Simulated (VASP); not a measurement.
# GaN (P6_3mc) in VASP: a series of runs

The runs below take GaN through single point, with r2SCAN.

Program: VASP 6.6.1. These are calculated values, not measurements. Logs are shortened: lines on timing, memory, paths and dates and some standing lists are left out, and cuts for length are marked.

**1. The cell of the first run**

Symmetry: P6_3mc, No. 186, hexagonal system. The conventional cell has a = 3.024 Å, b = 3.024 Å, c = 4.924 Å, α = 90.00°, β = 90.00°, γ = 120.00°. Within 2.5 Å of Ga (site symmetry 3m) lie 4 N at 1.85 Å. N (site symmetry 3m) has 4 Ga at 1.85 Å within 2.5 Å.

**2. Single point, r2SCAN (strain -5.0%)**

POSCAR reads:

```
GaN
1.0
    3.0239918940      0.0000000000      0.0000000000
   -1.5119959470      2.6188538011      0.0000000000
    0.0000000000      0.0000000000      4.9244438733
Ga N
2 2
Direct
    0.3333333333      0.6666666667     -0.0006931345
    0.6666666667      0.3333333333      0.4993068655
    0.3333333333      0.6666666667      0.3756931345
    0.6666666667      0.3333333333      0.8756931345
```

INCAR.step1 reads:

```
SYSTEM = GaN
PREC     = Accurate       ! precision mode
ENCUT    = 520            ! plane-wave cutoff, eV
ISMEAR   = 0              ! smearing method
SIGMA    = 0.01           ! smearing width, eV
LREAL    = .FALSE.        ! projectors in reciprocal space
LASPH    = .TRUE.         ! aspherical terms in the spheres
NELM     = 100            ! most SCF steps
NBANDS   = 26             ! bands
GGA      = PE             ! functional
ALGO     = Normal         ! electronic algorithm
EDIFF    = 1E-4           ! SCF threshold, eV
LWAVE    = .TRUE.         ! write WAVECAR
LCHARG   = .FALSE.        ! write CHGCAR
```

INCAR.step2 reads:

```
SYSTEM = GaN
PREC     = Accurate       ! precision mode
ENCUT    = 520            ! plane-wave cutoff, eV
EDIFF    = 1E-7           ! SCF threshold, eV
ISMEAR   = 0              ! smearing method
SIGMA    = 0.01           ! smearing width, eV
LREAL    = .FALSE.        ! projectors in reciprocal space
LASPH    = .TRUE.         ! aspherical terms in the spheres
NELM     = 100            ! most SCF steps
ALGO     = Normal         ! electronic algorithm
ISIF     = 2              ! what is computed and relaxed
LWAVE    = .FALSE.        ! write WAVECAR
LCHARG   = .TRUE.         ! write CHGCAR
METAGGA  = R2SCAN         ! meta-GGA
LMIXTAU  = .TRUE.       
LELF     = .TRUE.         ! ELF
LVHAR    = .TRUE.       
NBANDS   = 26             ! bands
ISTART   = 1
```

KPOINTS reads:

```
regular mesh
0
G
  12 12 6
  0 0 0
```

Potentials or basis: VASP PAW PBE potentials, release 64 (Ga_d, N).

On the command line:

```bash
cat potpaw_PBE.64/Ga_d/POTCAR potpaw_PBE.64/N/POTCAR > POTCAR
cp INCAR.step1 INCAR
mpirun -np 1 vasp_std > vasp.out
cp INCAR.step2 INCAR
mpirun -np 1 vasp_std > vasp.out
```

OUTCAR:

```text
SYSTEM = GaN
   PREC = Accurate
   ENCUT = 520
   EDIFF = 1E-7
   ISMEAR = 0
   LREAL = .FALSE.
   LASPH = .TRUE.
   NELM = 100
   ISIF = 2
   METAGGA = R2SCAN
   ISTART = 1

 ion  position               nearest neighbor table
   1  0.333  0.667  0.999-   4 1.85   4 1.85   4 1.85   3 1.85
   2  0.667  0.333  0.499-   3 1.85   3 1.85   3 1.85   4 1.85
   3  0.333  0.667  0.376-   2 1.85   2 1.85   2 1.85   1 1.85
   4  0.667  0.333  0.876-   1 1.85   1 1.85   1 1.85   2 1.85

  LATTYP: Found a hexagonal cell.
 ALAT       =     3.0239918940
 C/A-ratio  =     1.6284580270

  Lattice vectors:

 A1 = (   3.0239918940,   0.0000000000,   0.0000000000)
 A2 = (  -1.5119959470,   2.6188538011,   0.0000000000)
 A3 = (   0.0000000000,   0.0000000000,   4.9244438733)

Analysis of symmetry for initial positions (statically):
=====================================================================
 Subroutine PRICEL returns:
 Original cell was already a primitive cell.

 Routine SETGRP: Setting up the symmetry group for a
 hexagonal supercell.

 Subroutine GETGRP returns: Found 12 space group operations
 (whereof  6 operations were pure point group operations)
 out of a pool of 24 trial point group operations.

The static configuration has the point symmetry C_3v.
 The point group associated with its full space group is C_6v.

Analysis of symmetry for dynamics (positions and initial velocities):
=====================================================================
 Subroutine PRICEL returns:
 Original cell was already a primitive cell.

 Routine SETGRP: Setting up the symmetry group for a
 hexagonal supercell.

 Subroutine GETGRP returns: Found 12 space group operations
 (whereof  6 operations were pure point group operations)
 out of a pool of 24 trial point group operations.

The dynamic configuration has the point symmetry C_3v.
 The point group associated with its full space group is C_6v.

 Subroutine INISYM returns: Found 12 space group operations
 (whereof  6 operations are pure point group operations),
 and found     1 'primitive' translations

----------------------------------------------------------------------------------------

                                     Primitive cell

  volume of cell :      38.9986

  direct lattice vectors                    reciprocal lattice vectors
     3.023991894  0.000000000  0.000000000     0.330688717  0.190923220  0.000000000
    -1.511995947  2.618853801  0.000000000     0.000000000  0.381846440  0.000000000
     0.000000000  0.000000000  4.924443873     0.000000000  0.000000000  0.203068616

  length of vectors
     3.023991894  3.023991894  4.924443873     0.381846440  0.381846440  0.203068616

  position of ions in fractional coordinates (direct lattice)
     0.333333333  0.666666667  0.999306866
     0.666666667  0.333333333  0.499306866
     0.333333333  0.666666667  0.375693134
     0.666666667  0.333333333  0.875693134

  ion indices of the primitive-cell ions
   primitive index   ion index
                 1           1
                 2           2
                 3           3
                 4           4

----------------------------------------------------------------------------------------

 KPOINTS: regular mesh

Automatic generation of k-mesh.
 Grid dimensions read from file:
 generate k-points for:   12   12    6

 Generating k-lattice:

  Cartesian coordinates                     Fractional coordinates (reciprocal lattice)
     0.027557393  0.015910268  0.000000000     0.083333333  0.000000000  0.000000000
     0.000000000  0.031820537  0.000000000     0.000000000  0.083333333  0.000000000
     0.000000000  0.000000000  0.033844769     0.000000000  0.000000000  0.166666667

  Length of vectors
     0.031820537  0.031820537  0.033844769

  Shift w.r.t. Gamma in fractional coordinates (k-lattice)
     0.000000000  0.000000000  0.000000000

 Subroutine IBZKPT returns following result:
 ===========================================

 Found     76 irreducible k-points:

 Following reciprocal coordinates:
            Coordinates               Weight
  0.000000  0.000000  0.000000      1.000000
  0.083333 -0.000000  0.000000      6.000000
  0.166667  0.000000  0.000000      6.000000
  0.250000 -0.000000  0.000000      6.000000
  0.333333  0.000000  0.000000      6.000000
  0.416667  0.000000  0.000000      6.000000
[... 16 lines left out ...]
  0.250000 -0.000000  0.166667     12.000000
  0.333333  0.000000  0.166667     12.000000
 [... further k-points ...]
   k-points           NKPTS =     76   k-points in BZ     NKDIM =     76   number of bands    NBANDS=     26
   number of dos      NEDOS =    301   number of ions     NIONS =      4
   total plane-waves  NPLWV =  23040
   dimension x,y,z NGX =    24 NGY =   24 NGZ =   40
   dimension x,y,z NGXF=    48 NGYF=   48 NGZF=   80
   ions per type =               2   2
   NGX,Y,Z   is equivalent  to a cutoff of  13.19, 13.19, 13.50 a.u.
   NGXF,Y,Z  is equivalent  to a cutoff of  26.39, 26.39, 27.01 a.u.
 SYSTEM =  GaN
   PREC   = accura    normal or accurate (medium, high low for compatibility)
   ISTART =      1    job   : 0-new  1-cont  2-samecut
   ICHARG =      0    charge: 1-file 2-atom 10-const
   ISPIN  =      1    spin polarized calculation?
   LNONCOLLINEAR =      F non collinear calculations
   LSORBIT =      F    spin-orbit coupling
   LASPH  =      T    aspherical Exc in radial PAW
   ENCUT  =  520.0 eV  38.22 Ry    6.18 a.u.   5.62  5.62  9.16*2*pi/ulx,y,z
   NELM   =    100;   NELMIN=  2; NELMDL=  0     # of ELM steps
   EDIFF  = 0.1E-06   stopping-criterion for ELM
   LREAL  =      F    real-space projection
   EDIFFG = 0.1E-05   stopping-criterion for IOM
   NSW    =      0    number of steps for IOM
   IBRION =     -1    ionic relax: 0-MD 1-quasi-New 2-CG
   NFREE  =      0    steps in history (QN), initial steepest desc. (CG)
   ISIF   =      2    stress and relaxation
   ISYM   =      2    0-nonsym 1-usesym 2-fastsym
   POTIM  = 0.5000    time-step for ionic-motion
   TEBEG  =    0.0;   TEEND  =   0.0 temperature during run
   PSTRESS=    0.0 pullay stress
   NELECT =      36.0000    total number of electrons
   NUPDOWN=      -1.0000    fix difference up-down
   EMIN   =  10.00;   EMAX   =-10.00  energy-range for DOS
   EFERMI =   0.00;   METHOD = LEGACY
   ISMEAR =     0;   SIGMA  =   0.01  broadening in eV -4-tet -1-fermi 0-gaus
   EFERMI_NEDOS =   21; number of points for ismear=-14 and -15
   IALGO  =     38    algorithm
   IMIX   =      4    mixing-type and parameters
     AMIX     =   0.40;   BMIX     =  1.00
     AMIX_MAG =   1.60;   BMIX_MAG =  1.00
  volume/ion in A,a.u.               =       9.75        65.79
  Fermi-wavevector in a.u.,A,eV,Ry     =   1.594016  3.012253 34.570861  2.540887
  Thomas-Fermi vector in A             =   2.692156
   LORBIT       =      0    0 simple, 1 ext, 2 COOP (PROOUT), +10 PAW based schemes
   METAGGA = R2SCAN    functional components
   LHFCALC =     F    Hartree Fock is set to
   AEXX    =    0.0000 exact exchange contribution
   IVDW    =     0    specifies the selected vdW correction
   LEPSILON=     F    determine dielectric tensor
   LRPA    =     F    only Hartree local field effects (RPA)
 non-spin polarized calculation
 Gauss-broadening in eV      SIGMA  =   0.01
  energy-cutoff  :      520.00
  volume of cell :       39.00
 maximum number of plane-waves:      1087
 NGX is ok and might be reduce to    24
   NGX = 11   NGY = 11   NGZ = 19

 number of electron      35.9999988 magnetization

 Free energy of the ion-electron system (eV)
  ---------------------------------------------------
  ext. energy  EPLUGINS =         0.00000000
  ---------------------------------------------------
  free energy    TOTEN  =       -43.01380526 eV

  energy without entropy =      -43.01380526  energy(sigma->0) =      -43.01380526

 E-fermi :   7.0790     XC(G=0): -13.6029

 val. band max:        6.9360824594   @ k =   0.0000   0.0000   0.0000
 cond. band min:      10.3395202280   @ k =   0.0000   0.0000   0.0000
 fundamental gap:      3.4034377686
 Fermi energy:         7.0789803861

 k-point     1 :       0.0000    0.0000    0.0000
  band No.  band energies     occupation
      1     -11.3545      2.00000
      2      -9.8740      2.00000
      3      -7.1247      2.00000
      4      -7.1027      2.00000
      5      -7.1027      2.00000
      6      -6.9948      2.00000
[... 18 lines left out ...]
     25      20.6296      0.00000
     26      20.6296      0.00000

 k-point     2 :       0.0833   -0.0000    0.0000
  band No.  band energies     occupation
      1     -11.2648      2.00000
      2      -9.8421      2.00000
      3      -7.1174      2.00000
      4      -7.0865      2.00000
      5      -7.0815      2.00000
      6      -6.9836      2.00000
[... 18 lines left out ...]
     25      20.2384      0.00000
     26      20.8282      0.00000

 k-point     3 :       0.1667    0.0000    0.0000
  band No.  band energies     occupation
      1     -11.0129      2.00000
      2      -9.7608      2.00000
      3      -7.0841      2.00000
      4      -7.0463      2.00000
      5      -7.0270      2.00000
      6      -6.9404      2.00000
[... 18 lines left out ...]
     25      20.2733      0.00000
     26      21.2436      0.00000

 k-point     4 :       0.2500   -0.0000    0.0000
  band No.  band energies     occupation
      1     -10.6543      2.00000
      2      -9.6644      2.00000
      3      -7.0433      2.00000
      4      -7.0044      2.00000
      5      -6.9411      2.00000
      6      -6.8272      2.00000
[... 18 lines left out ...]
     25      20.0034      0.00000
     26      21.8433      0.00000
[... 496 lines left out ...]
      1     -10.9175      2.00000
      2      -9.8198      2.00000
      3      -7.0772      2.00000
      4      -7.0403      2.00000
      5      -7.0236      2.00000
      6      -6.9483      2.00000
[... 18 lines left out ...]
     25      19.8371      0.00000
     26      20.9694      0.00000

 k-point    23 :       0.2500   -0.0000    0.1667
  band No.  band energies     occupation
      1     -10.5720      2.00000
      2      -9.7055      2.00000
      3      -7.0433      2.00000
      4      -6.9939      2.00000
      5      -6.9551      2.00000
      6      -6.8403      2.00000
[... 18 lines left out ...]
     25      19.8940      0.00000
     26      21.6320      0.00000

 k-point    24 :       0.3333    0.0000    0.1667
  band No.  band energies     occupation
      1     -10.2193      2.00000
      2      -9.6125      2.00000
      3      -7.0331      2.00000
      4      -6.9643      2.00000
      5      -6.8962      2.00000
      6      -6.7589      2.00000
[... 18 lines left out ...]
     25      20.0822      0.00000
     26      22.3652      0.00000

 [... further k-points ...]
[... 5 lines left out ...]
  --------------------------------------------------------------------------------------
  -------------------------------------------------------------------------------------
  Total       10.6332512     10.6332512     10.7246375      0.0000000      0.0000000      0.0000000
  in kB      436.8452191    436.8452191    440.5996359      0.0000000      0.0000000      0.0000000
  external PRESSURE =     438.0966914 kB  Pullay stress =       0.0000000 kB

 VOLUME and BASIS-vectors are now :
 -----------------------------------------------------------------------------
  energy-cutoff  :      520.00
  volume of cell :       39.00
      direct lattice vectors                 reciprocal lattice vectors
     3.023991894  0.000000000  0.000000000     0.330688717  0.190923220  0.000000000
    -1.511995947  2.618853801  0.000000000     0.000000000  0.381846440  0.000000000
     0.000000000  0.000000000  4.924443873     0.000000000  0.000000000  0.203068616

 POSITION                                       TOTAL-FORCE (eV/Angst)
 -----------------------------------------------------------------------------------
     -0.00000      1.74590      4.92103        -0.000000     -0.000000      0.005108
      1.51200      0.87295      2.45881         0.000000      0.000000      0.005108
     -0.00000      1.74590      1.85008        -0.000000      0.000000     -0.005108
      1.51200      0.87295      4.31230        -0.000000      0.000000     -0.005108
 -----------------------------------------------------------------------------------
    total drift:                                0.000001      0.000002      0.005356

  FREE ENERGIE OF THE ION-ELECTRON SYSTEM (eV)
  ---------------------------------------------------
  free  energy   TOTEN  =       -43.0138052638 eV

  energy  without entropy=      -43.0138052638  energy(sigma->0) =      -43.01380526
```

Wall time 1.8 min (1 thread of Intel Xeon 6975P-C (Granite Rapids), shared host); peak memory 0.21 GiB.

What came out:

```
Free energy            : -43.0138 eV
Pressure               : 43.8 GPa
Largest force          : 0.005 eV/Å
Band gap on the k mesh : 3.40 eV, direct
```

Forces in eV/Å, atoms in the order of the input:
```
Ga   0.000  0.000  0.005
Ga   0.000  0.000  0.005
N    0.000  0.000 -0.005
N    0.000  0.000 -0.005
```

Caveat: the cell differs from its parent crystal (strain -5.0%); the PAW data sets were made with another functional, which shifts forces and pressure a little. A k mesh can miss the band edges.

**3. Single point, r2SCAN**

This run uses another cell than the first one, of 11.37 Å³/atom, 1.166 times its volume.

POSCAR reads:

```
GaN
1.0
    3.1831493621      0.0000000000      0.0000000000
   -1.5915746810      2.7566882117      0.0000000000
    0.0000000000      0.0000000000      5.1836251298
Ga N
2 2
Direct
    0.3333333333      0.6666666667     -0.0008868124
    0.6666666667      0.3333333333      0.4991131876
    0.3333333333      0.6666666667      0.3758868124
    0.6666666667      0.3333333333      0.8758868124
```

INCAR.step1 reads:

```
PREC     = Accurate       # precision mode
ENCUT    = 520            # plane-wave cutoff, eV
ISMEAR   = 0              # smearing method
SIGMA    = 0.01           # smearing width, eV
LREAL    = False          # projectors in reciprocal space
LASPH    = True           # aspherical terms in the spheres
NELM     = 100            # most SCF steps
NBANDS   = 26             # bands
GGA      = PE             # functional
ALGO     = Normal         # electronic algorithm
EDIFF    = 1E-4           # SCF threshold, eV
LWAVE    = True           # write WAVECAR
LCHARG   = False          # write CHGCAR
```

INCAR.step2 reads:

```
PREC     = Accurate       # precision mode
ENCUT    = 520            # plane-wave cutoff, eV
EDIFF    = 1E-7           # SCF threshold, eV
ISMEAR   = 0              # smearing method
SIGMA    = 0.01           # smearing width, eV
LREAL    = False          # projectors in reciprocal space
LASPH    = True           # aspherical terms in the spheres
NELM     = 100            # most SCF steps
ALGO     = Normal         # electronic algorithm
ISIF     = 2              # what is computed and relaxed
LWAVE    = False          # write WAVECAR
LCHARG   = True           # write CHGCAR
METAGGA  = R2SCAN         # meta-GGA
LMIXTAU  = True         
LELF     = True           # ELF
LVHAR    = True         
NBANDS   = 26             # bands
ISTART   = 1
```

KPOINTS reads:

```
Automatic mesh
0
Gamma
  12 12 6
```

Potentials or basis: VASP PAW PBE potentials, release 64 (Ga_d, N).

On the command line:

```bash
cat potpaw_PBE.64/Ga_d/POTCAR potpaw_PBE.64/N/POTCAR > POTCAR
cp INCAR.step1 INCAR
mpirun -np 1 vasp_std > vasp.out
cp INCAR.step2 INCAR
mpirun -np 1 vasp_std > vasp.out
```

It took 2 min on 1 thread of Intel Xeon 6975P-C (Granite Rapids), shared host; peak memory 0.21 GiB.

It converged, with:

| Item | Value |
| --- | --- |
| Free energy | -43.8209 eV |
| Pressure | 1.1 GPa |
| Largest force | 0.005 eV/Å |
| Band gap on the k mesh | 2.34 eV, direct |

Forces on the atoms (eV/Å):
```
Ga   0.000  0.000  0.005
Ga   0.000  0.000  0.005
N    0.000  0.000 -0.005
N    0.000  0.000 -0.005
```

Stress tensor (GPa, compression positive):
```
1.13 0.00 0.00
0.00 1.13 0.00
0.00 0.00 1.01
```

Levels at points of the mesh, in eV from the valence-band top:
| k point | band 16 | band 17 | band 18 | band 19 | band 20 | band 21 |
| --- | --- | --- | --- | --- | --- | --- |
| (0.00, 0.00, 0.00) | -0.04 | 0.00 | 0.00 | 2.34 | 4.81 | 9.96 |
| (0.50, 0.00, 0.00) | -2.84 | -2.24 | -1.03 | 5.58 | 6.12 | 6.55 |
| (0.00, 0.00, 0.50) | -0.55 | -0.55 | -0.55 | 4.77 | 4.77 | 9.18 |
| (0.50, 0.00, 0.50) | -2.01 | -1.95 | -1.95 | 4.89 | 4.89 | 8.42 |

Caveat: the PAW data sets were made with another functional, which shifts forces and pressure a little. r2SCAN opens gaps a little over a GGA but as a rule still falls short of measured ones.

(Continued in part 2 of 2.)
